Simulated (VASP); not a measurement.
Write the native input for VASP 6.6.1 that does the following.

```yaml
Task: single point
Functional: LDA
Potentials_or_basis: VASP PAW LDA potentials, release 64 (Cr_pv)
Cutoff: 520 eV
k_mesh: 26 × 26 × 26
Occupations: fermi-dirac, width 0.1 eV
Spin: no spin polarisation
Dipole_correction: no
Further_INCAR_settings: ALGO = Normal; EDIFF = 1e-07; NBANDS = 12
```

The structure of Cr lies in POSCAR:

```
Cr
1.0
   -1.4304788467      1.4304788467      1.4304788467
    1.4304788467     -1.4304788467      1.4304788467
    1.4304788467      1.4304788467     -1.4304788467
Cr
1
Direct
    0.0000000000      0.0000000000      0.0000000000
```

This cell differs from its parent crystal: volume scaled by 1.08.

These files were run (other wordings do the same):

INCAR

```
  PREC = Accurate
  ENCUT = 520
  EDIFF = 1E-7
  ISMEAR = -1
  SIGMA = 0.1
  LREAL = F
  LASPH = T
  NELM = 60
  ALGO = Normal
  ISIF = 2
  LWAVE = F
  LCHARG = T
  GGA = CA
  LELF = T
  LVHAR = T
  NBANDS = 12
```

KPOINTS

```
regular mesh
0
Gamma
  26 26 26
```

Potentials or basis: VASP PAW LDA potentials, release 64 (Cr_pv).

Run with:

```bash
$ cat potpaw_LDA.64/Cr_pv/POTCAR > POTCAR
$ mpirun -np 1 vasp_std > vasp.out
```

Results of the run:

* Pressure: -19.6 GPa
* Band gap on the k mesh: zero (band 6 reaches 13.02 eV, above the bottom of band 7 at 9.70 eV)

Caveat: the run has no spin polarisation, though such a crystal can be magnetic.

Run time: 33 s on 1 thread of Intel(R) Xeon(R) Platinum 8488C (Sapphire Rapids), with other jobs on the host, peak memory 0.17 GiB.
